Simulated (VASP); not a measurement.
# GaSb3 (Im-3m) in VASP: notebook

The runs below take GaSb3 through single point, relaxation of cell and atoms, with PBE, r2SCAN.

All numbers are computed with VASP 6.6.1; they aren't measurements. Logs are shortened: lines on timing, memory, paths and dates and some standing lists are left out, and cuts for length are marked.

## 1. The cell of the first run

The structure is cubic, space group Im-3m (No. 229). The conventional cell has a = 6.234 Å, b = 6.234 Å, c = 6.234 Å, α = 90.00°, β = 90.00°, γ = 90.00°. Ga (site symmetry m-3m) has 6 Sb at 3.12 Å within 4.1 Å. Within 4.1 Å of Sb (site symmetry 4/mmm) lie 2 Ga at 3.12 Å and 4 Sb at 3.12 Å.

## 2. Single point, PBE (30.29 Å³/atom)

The input, INCAR:

```
SYSTEM = GaSb3
ALGO = Normal ; EDIFF = 1E-6
ENCUT = 520 ; GGA = PE
ISIF = 2 ; ISMEAR = 0
LASPH = .TRUE. ; LCHARG = .TRUE.
LELF = .TRUE. ; LREAL = .FALSE.
LVHAR = .TRUE. ; LWAVE = .FALSE.
NBANDS = 22 ; NELM = 100
PREC = Accurate ; SIGMA = 0.1
```

The input, KPOINTS:

```
k-points
0
G
  8 8 8
  0 0 0
```

The input, POSCAR:

```
GaSb3
1.0
   -3.1170461685      3.1170461685      3.1170461685
    3.1170461685     -3.1170461685      3.1170461685
    3.1170461685      3.1170461685     -3.1170461685
Ga Sb
1 3
Direct
    0.0000000000      0.0000000000      0.0000000000
    0.0000000000      0.5000000000      0.5000000000
    0.5000000000      0.0000000000      0.5000000000
    0.5000000000      0.5000000000      0.0000000000
```

Potentials or basis: VASP PAW PBE potentials, release 64 (Ga_d, Sb).

On the command line:

```
> cat potpaw_PBE.64/Ga_d/POTCAR potpaw_PBE.64/Sb/POTCAR > POTCAR
> mpirun -np 1 vasp_std > vasp.out
```

OUTCAR:

```text
SYSTEM = GaSb3
   EDIFF = 1E-6
   ENCUT = 520
   GGA = PE
   ISIF = 2
   ISMEAR = 0
   LASPH = .TRUE.
   LREAL = .FALSE.
   NELM = 100
   PREC = Accurate

 ion  position               nearest neighbor table
   1  0.000  0.000  0.000-   2 3.12   3 3.12   4 3.12   2 3.12   3 3.12   4 3.12
   2  0.000  0.500  0.500-   1 3.12   3 3.12   4 3.12   1 3.12   4 3.12   3 3.12
   3  0.500  0.000  0.500-   1 3.12   2 3.12   4 3.12   4 3.12   1 3.12   2 3.12
   4  0.500  0.500  0.000-   1 3.12   2 3.12   3 3.12   3 3.12   2 3.12   1 3.12

  LATTYP: Found a body centered cubic cell.
 ALAT       =     6.2340923370

  Lattice vectors:

 A1 = (  -3.1170461685,   3.1170461685,   3.1170461685)
 A2 = (   3.1170461685,  -3.1170461685,   3.1170461685)
 A3 = (   3.1170461685,   3.1170461685,  -3.1170461685)

Analysis of symmetry for initial positions (statically):
=====================================================================
 Subroutine PRICEL returns:
 Original cell was already a primitive cell.

 Routine SETGRP: Setting up the symmetry group for a
 body centered cubic supercell.

 Subroutine GETGRP returns: Found 48 space group operations
 (whereof 48 operations were pure point group operations)
 out of a pool of 48 trial point group operations.

The static configuration has the point symmetry O_h .

Analysis of symmetry for dynamics (positions and initial velocities):
=====================================================================
 Subroutine PRICEL returns:
 Original cell was already a primitive cell.

 Routine SETGRP: Setting up the symmetry group for a
 body centered cubic supercell.

 Subroutine GETGRP returns: Found 48 space group operations
 (whereof 48 operations were pure point group operations)
 out of a pool of 48 trial point group operations.

The dynamic configuration has the point symmetry O_h .

 Subroutine INISYM returns: Found 48 space group operations
 (whereof 48 operations are pure point group operations),
 and found     1 'primitive' translations

----------------------------------------------------------------------------------------

                                     Primitive cell

  volume of cell :     121.1406

  direct lattice vectors                    reciprocal lattice vectors
    -3.117046168  3.117046168  3.117046168     0.000000000  0.160408275  0.160408275
     3.117046168 -3.117046168  3.117046168     0.160408275  0.000000000  0.160408275
     3.117046168  3.117046168 -3.117046168     0.160408275  0.160408275  0.000000000

  length of vectors
     5.398882333  5.398882333  5.398882333     0.226851558  0.226851558  0.226851558

  position of ions in fractional coordinates (direct lattice)
     0.000000000  0.000000000  0.000000000
     0.000000000  0.500000000  0.500000000
     0.500000000  0.000000000  0.500000000
     0.500000000  0.500000000  0.000000000

  ion indices of the primitive-cell ions
   primitive index   ion index
                 1           1
                 2           2
                 3           3
                 4           4

----------------------------------------------------------------------------------------

 KPOINTS: k-points

Automatic generation of k-mesh.
 Grid dimensions read from file:
 generate k-points for:    8    8    8

 Generating k-lattice:

  Cartesian coordinates                     Fractional coordinates (reciprocal lattice)
     0.000000000  0.020051034  0.020051034     0.125000000  0.000000000  0.000000000
     0.020051034  0.000000000  0.020051034     0.000000000  0.125000000  0.000000000
     0.020051034  0.020051034  0.000000000     0.000000000  0.000000000  0.125000000

  Length of vectors
     0.028356445  0.028356445  0.028356445

  Shift w.r.t. Gamma in fractional coordinates (k-lattice)
     0.000000000  0.000000000  0.000000000

 Subroutine IBZKPT returns following result:
 ===========================================

 Found     29 irreducible k-points:

 Following reciprocal coordinates:
            Coordinates               Weight
  0.000000  0.000000  0.000000      1.000000
  0.125000  0.000000  0.000000     12.000000
  0.250000  0.000000  0.000000     12.000000
  0.375000  0.000000  0.000000     12.000000
  0.500000  0.000000  0.000000      6.000000
  0.125000  0.125000  0.000000     24.000000
[... 16 lines left out ...]
 -0.250000  0.250000  0.250000      6.000000
 -0.375000  0.375000  0.250000     24.000000
 [... further k-points ...]
   k-points           NKPTS =     29   k-points in BZ     NKDIM =     29   number of bands    NBANDS=     22
   number of dos      NEDOS =    301   number of ions     NIONS =      4
   total plane-waves  NPLWV =  64000
   dimension x,y,z NGX =    40 NGY =   40 NGZ =   40
   dimension x,y,z NGXF=    80 NGYF=   80 NGZF=   80
   ions per type =               1   3
   NGX,Y,Z   is equivalent  to a cutoff of  12.32, 12.32, 12.32 a.u.
   NGXF,Y,Z  is equivalent  to a cutoff of  24.63, 24.63, 24.63 a.u.
 SYSTEM =  GaSb3
   PREC   = accura    normal or accurate (medium, high low for compatibility)
   ISTART =      0    job   : 0-new  1-cont  2-samecut
   ICHARG =      2    charge: 1-file 2-atom 10-const
   ISPIN  =      1    spin polarized calculation?
   LNONCOLLINEAR =      F non collinear calculations
   LSORBIT =      F    spin-orbit coupling
   LASPH  =      T    aspherical Exc in radial PAW
   ENCUT  =  520.0 eV  38.22 Ry    6.18 a.u.  10.04 10.04 10.04*2*pi/ulx,y,z
   NELM   =    100;   NELMIN=  2; NELMDL= -5     # of ELM steps
   EDIFF  = 0.1E-05   stopping-criterion for ELM
   LREAL  =      F    real-space projection
   EDIFFG = 0.1E-04   stopping-criterion for IOM
   NSW    =      0    number of steps for IOM
   IBRION =     -1    ionic relax: 0-MD 1-quasi-New 2-CG
   NFREE  =      0    steps in history (QN), initial steepest desc. (CG)
   ISIF   =      2    stress and relaxation
   ISYM   =      2    0-nonsym 1-usesym 2-fastsym
   POTIM  = 0.5000    time-step for ionic-motion
   TEBEG  =    0.0;   TEEND  =   0.0 temperature during run
   PSTRESS=    0.0 pullay stress
   NELECT =      28.0000    total number of electrons
   NUPDOWN=      -1.0000    fix difference up-down
   EMIN   =  10.00;   EMAX   =-10.00  energy-range for DOS
   EFERMI =   0.00;   METHOD = LEGACY
   ISMEAR =     0;   SIGMA  =   0.10  broadening in eV -4-tet -1-fermi 0-gaus
   EFERMI_NEDOS =   21; number of points for ismear=-14 and -15
   IALGO  =     38    algorithm
   IMIX   =      4    mixing-type and parameters
     AMIX     =   0.40;   BMIX     =  1.00
     AMIX_MAG =   1.60;   BMIX_MAG =  1.00
  volume/ion in A,a.u.               =      30.29       204.37
  Fermi-wavevector in a.u.,A,eV,Ry     =   1.004687  1.898584 13.733676  1.009397
  Thomas-Fermi vector in A             =   2.137319
   LORBIT       =      0    0 simple, 1 ext, 2 COOP (PROOUT), +10 PAW based schemes
   GGA     = PE    functional components
   LHFCALC =     F    Hartree Fock is set to
   AEXX    =    0.0000 exact exchange contribution
   IVDW    =     0    specifies the selected vdW correction
   LEPSILON=     F    determine dielectric tensor
   LRPA    =     F    only Hartree local field effects (RPA)
 non-spin polarized calculation
 Gauss-broadening in eV      SIGMA  =   0.10
  energy-cutoff  :      520.00
  volume of cell :      121.14
 maximum number of plane-waves:      3319
   NGX = 21   NGY = 21   NGZ = 21

 number of electron      27.9999982 magnetization

 Free energy of the ion-electron system (eV)
  ---------------------------------------------------
  ext. energy  EPLUGINS =         0.00000000
  ---------------------------------------------------
  free energy    TOTEN  =       -14.91235601 eV

  energy without entropy =      -14.89532827  energy(sigma->0) =      -14.90384214

 E-fermi :   5.4962     XC(G=0):  -9.3769

 val. band max:        5.4896481466   @ k =   0.3750   0.0000   0.0000
 cond. band min:       5.5023335228   @ k =   0.3750   0.1250   0.0000
 fundamental gap:      0.0126853762
 Fermi energy:         5.4962433921

 k-point     1 :       0.0000    0.0000    0.0000
  band No.  band energies     occupation
      1      -9.1734      2.00000
      2      -9.1734      2.00000
      3      -9.1527      2.00000
      4      -9.1527      2.00000
      5      -9.1527      2.00000
      6      -5.9669      2.00000
[... 14 lines left out ...]
     21       9.6478      0.00000
     22      13.1449      0.00000

 k-point     2 :       0.1250    0.0000    0.0000
  band No.  band energies     occupation
      1      -9.1735      2.00000
      2      -9.1732      2.00000
      3      -9.1529      2.00000
      4      -9.1528      2.00000
      5      -9.1526      2.00000
      6      -5.8641      2.00000
[... 14 lines left out ...]
     21       9.7544      0.00000
     22      13.1059      0.00000

 k-point     3 :       0.2500    0.0000    0.0000
  band No.  band energies     occupation
      1      -9.1740      2.00000
      2      -9.1726      2.00000
      3      -9.1531      2.00000
      4      -9.1528      2.00000
      5      -9.1522      2.00000
      6      -5.5615      2.00000
[... 14 lines left out ...]
     21      10.2056      0.00000
     22      11.4835      0.00000

 k-point     4 :       0.3750    0.0000    0.0000
  band No.  band energies     occupation
      1      -9.1745      2.00000
      2      -9.1720      2.00000
      3      -9.1533      2.00000
      4      -9.1529      2.00000
      5      -9.1518      2.00000
      6      -5.0878      2.00000
[... 14 lines left out ...]
     21      10.6243      0.00000
     22      10.8148      0.00000

 k-point     5 :       0.5000    0.0000    0.0000
  band No.  band energies     occupation
      1      -9.1747      2.00000
      2      -9.1718      2.00000
      3      -9.1534      2.00000
      4      -9.1529      2.00000
      5      -9.1516      2.00000
      6      -4.6820      2.00000
[... 417 lines left out ...]
 k-point    22 :       0.2500    0.2500    0.2500
  band No.  band energies     occupation
      1      -9.1718      2.00000
      2      -9.1718      2.00000
      3      -9.1530      2.00000
      4      -9.1530      2.00000
      5      -9.1530      2.00000
      6      -3.8066      2.00000
[... 14 lines left out ...]
     21       7.5325      0.00000
     22      14.6788      0.00000

 k-point    23 :      -0.2500    0.2500    0.2500
  band No.  band energies     occupation
      1      -9.1759      2.00000
      2      -9.1734      2.00000
      3      -9.1525      2.00000
      4      -9.1525      2.00000
      5      -9.1522      2.00000
      6      -5.1913      2.00000
[... 14 lines left out ...]
     21      11.4234      0.00000
     22      11.4234      0.00000

 k-point    24 :      -0.3750    0.3750    0.2500
  band No.  band energies     occupation
      1      -9.1766      2.00000
      2      -9.1746      2.00000
      3      -9.1525      2.00000
      4      -9.1523      2.00000
      5      -9.1518      2.00000
      6      -4.7769      2.00000
[... 14 lines left out ...]
     21      11.8432      0.00000
     22      12.2567      0.00000

 [... further k-points ...]
[... 5 lines left out ...]
  --------------------------------------------------------------------------------------
  -------------------------------------------------------------------------------------
  Total       -3.0286479     -3.0286479     -3.0286479     -0.0000000     -0.0000000     -0.0000000
  in kB      -40.0561927    -40.0561927    -40.0561927     -0.0000000     -0.0000000     -0.0000000
  external PRESSURE =     -40.0561927 kB  Pullay stress =       0.0000000 kB

 VOLUME and BASIS-vectors are now :
 -----------------------------------------------------------------------------
  energy-cutoff  :      520.00
  volume of cell :      121.14
      direct lattice vectors                 reciprocal lattice vectors
    -3.117046168  3.117046168  3.117046168     0.000000000  0.160408275  0.160408275
     3.117046168 -3.117046168  3.117046168     0.160408275  0.000000000  0.160408275
     3.117046168  3.117046168 -3.117046168     0.160408275  0.160408275  0.000000000

 POSITION                                       TOTAL-FORCE (eV/Angst)
 -----------------------------------------------------------------------------------
      0.00000      0.00000      0.00000        -0.000000      0.000000     -0.000000
      3.11705      0.00000      0.00000        -0.000000     -0.000000      0.000000
      0.00000      3.11705      0.00000         0.000000     -0.000000     -0.000000
      0.00000      0.00000      3.11705         0.000000      0.000000      0.000000
 -----------------------------------------------------------------------------------
    total drift:                               -0.000000     -0.000000      0.000000

  FREE ENERGIE OF THE ION-ELECTRON SYSTEM (eV)
  ---------------------------------------------------
  free  energy   TOTEN  =       -14.9123560130 eV

  energy  without entropy=      -14.8953282651  energy(sigma->0) =      -14.90384214
```

It took 41 s on 1 thread of AMD EPYC 9R45 (Zen 5), shared host; peak memory 0.24 GiB.

What came out:

| Item | Value |
| --- | --- |
| Free energy | -14.9124 eV |
| Pressure | -4.0 GPa |
| Band gap on the k mesh | zero (bands 14 and 15 overlap by 2.44 eV) |

Levels at points of the mesh, in eV from the Fermi level:
```
           k point  band 12  band 13  band 14  band 15  band 16  band 17
(0.00, 0.00, 0.00)    -3.23    -1.93    -1.93    -1.93     2.89     2.89
(0.50, 0.00, 0.00)    -0.91    -0.23    -0.21    -0.16     1.10     2.36
(0.50, 0.50, 0.50)    -2.69    -0.57    -0.57    -0.57     5.45     5.45
```

Caveat: the cell stands under tension; spin-orbit coupling is left out, which moves the levels of the heavy elements.

## 3. Single point, r2SCAN

This run uses another cell than the first one, of 27.53 Å³/atom.

The input, POSCAR:

```
GaSb3
1.0
   -3.0195739721      3.0195739721      3.0195739721
    3.0195739721     -3.0195739721      3.0195739721
    3.0195739721      3.0195739721     -3.0195739721
Ga Sb
1 3
Direct
    0.0000000000      0.0000000000      0.0000000000
    0.0000000000      0.5000000000      0.5000000000
    0.5000000000      0.0000000000      0.5000000000
    0.5000000000      0.5000000000      0.0000000000
```

The input, INCAR.step1:

```
PREC = Accurate ; ENCUT = 520
ISMEAR = 0 ; SIGMA = 0.1
LREAL = False ; LASPH = True
NELM = 100 ; NBANDS = 22
GGA = PE ; ALGO = Normal
EDIFF = 1E-4 ; LWAVE = True
LCHARG = False
```

The input, INCAR.step2:

```
PREC = Accurate ; ENCUT = 520
EDIFF = 1E-6 ; ISMEAR = 0
SIGMA = 0.1 ; LREAL = False
LASPH = True ; NELM = 100
ALGO = Normal ; ISIF = 2
LWAVE = False ; LCHARG = True
METAGGA = R2SCAN ; LMIXTAU = True
LELF = True ; LVHAR = True
NBANDS = 22 ; ISTART = 1
```

The input, KPOINTS:

```
regular mesh
0
Gamma
  8 8 8
```

Potentials or basis: VASP PAW PBE potentials, release 64 (Ga_d, Sb).

On the command line:

```
> cat potpaw_PBE.64/Ga_d/POTCAR potpaw_PBE.64/Sb/POTCAR > POTCAR
> cp INCAR.step1 INCAR
> mpirun -np 1 vasp_std > vasp.out
> cp INCAR.step2 INCAR
> mpirun -np 1 vasp_std > vasp.out
```

Run time: 2.7 min. Hardware: 1 thread of AMD EPYC 9R45 (Zen 5), shared host; peak memory 0.26 GiB.

Results (log left out):

| Item | Value |
| --- | --- |
| Free energy | -88.2000 eV |
| Pressure | -1.5 GPa |
| Band gap on the k mesh | zero (bands 14 and 15 overlap by 2.91 eV) |

Levels at points of the mesh, in eV from the Fermi level:
```
           k point  band 10  band 11  band 12  band 13  band 14  band 15  band 16  band 17  band 18  band 19
(0.00, 0.00, 0.00)    -3.87    -3.87    -3.87    -2.42    -2.42    -2.42     2.94     2.94     2.94     4.72
(0.50, 0.00, 0.00)    -4.29    -3.00    -1.19    -0.36    -0.15    -0.05     1.19     2.77     3.08     3.69
(0.50, 0.50, 0.50)    -5.58    -5.58    -2.01    -0.81    -0.81    -0.81     5.84     5.84     5.84     6.43
```

Caveat: the PAW data sets were made with another functional, which shifts forces and pressure a little; spin-orbit coupling is left out, which moves the levels of the heavy elements.

## 4. Relaxation of cell and atoms, PBE

This run uses another cell than the first one, of 27.53 Å³/atom.

The input, INCAR:

```
ALGO = Normal ; EDIFF = 1E-7
EDIFFG = -0.001 ; ENCUT = 600
GGA = PE ; IBRION = 2
ISIF = 3 ; ISMEAR = 0
LASPH = True ; LCHARG = False
LREAL = False ; LWAVE = False
NELM = 100 ; NSW = 80
PREC = Accurate ; SIGMA = 0.1
```

The input, KPOINTS:

```
k-points
0
Gamma
  8 8 8
```

POSCAR is that of step 3.

On the command line:

```
> cat potpaw_PBE.64/Ga_d/POTCAR potpaw_PBE.64/Sb/POTCAR > POTCAR
> mpirun -np 1 vasp_std > vasp.out
```

Run time: 41 s. Hardware: 1 thread of AMD EPYC 9R45 (Zen 5), shared host; peak memory 0.26 GiB.

Results (log left out):

* Free energy: -15.0625 eV
* Pressure after relaxing: 0.0 GPa
* Band gap on the k mesh: zero (bands 14 and 15 overlap by 2.78 eV)

Final structure:
```cif
data_structure
_symmetry_space_group_name_H-M 'P 1'
_symmetry_Int_Tables_number 1
_cell_length_a 5.2301
_cell_length_b 5.2301
_cell_length_c 5.2301
_cell_angle_alpha 109.471
_cell_angle_beta 109.471
_cell_angle_gamma 109.471
_cell_volume 110.13
loop_
_atom_site_label
_atom_site_type_symbol
_atom_site_fract_x
_atom_site_fract_y
_atom_site_fract_z
_atom_site_occupancy
Ga1 Ga 0.00000 0.00000 0.00000 1
Sb1 Sb 0.00000 0.50000 0.50000 1
Sb2 Sb 0.50000 0.00000 0.50000 1
Sb3 Sb 0.50000 0.50000 0.00000 1
```

Levels at points of the mesh, in eV from the Fermi level:
| k point | band 11 | band 12 | band 13 | band 14 | band 15 | band 16 | band 17 | band 18 |
| --- | --- | --- | --- | --- | --- | --- | --- | --- |
| (0.00, 0.00, 0.00) | -3.62 | -3.62 | -2.24 | -2.24 | -2.24 | 2.61 | 2.61 | 2.61 |
| (0.50, 0.00, 0.00) | -2.83 | -1.08 | -0.33 | -0.22 | -0.12 | 1.21 | 2.66 | 2.81 |
| (0.50, 0.50, 0.50) | -5.31 | -2.19 | -0.68 | -0.68 | -0.68 | 5.47 | 5.47 | 5.47 |

Caveat: the relaxation stopped at its first step, so nothing moved; spin-orbit coupling is left out, which moves the levels of the heavy elements.

## 5. Overview

```csv
task,level,cell,cutoff (eV),gap on the mesh (eV),pressure (GPa)
single point,PBE,"a = 5.399 Å, angles 109.5°, 4 atoms",520,none,-4.0
single point,r2SCAN,"a = 5.230 Å, angles 109.5°, 4 atoms",520,none,-1.5
relaxation of cell and atoms,PBE,"relaxed from a = 5.230 Å, angles 109.5°, 4 atoms",600,none,0.0
```

Alike in all rows: potentials or basis VASP PAW PBE potentials, release 64 (Ga_d, Sb); no spin polarisation; k mesh 8 × 8 × 8; smearing gaussian 0.1 eV.

Caveats: spin-orbit coupling is left out, which moves the levels of the heavy elements; the cell stands under tension (at least some runs); the PAW data sets were made with another functional, which shifts forces and pressure a little (at least some runs); the relaxation stopped at its first step, so nothing moved (at least some runs).

Absolute energies hang on the potentials; compare differences alone.
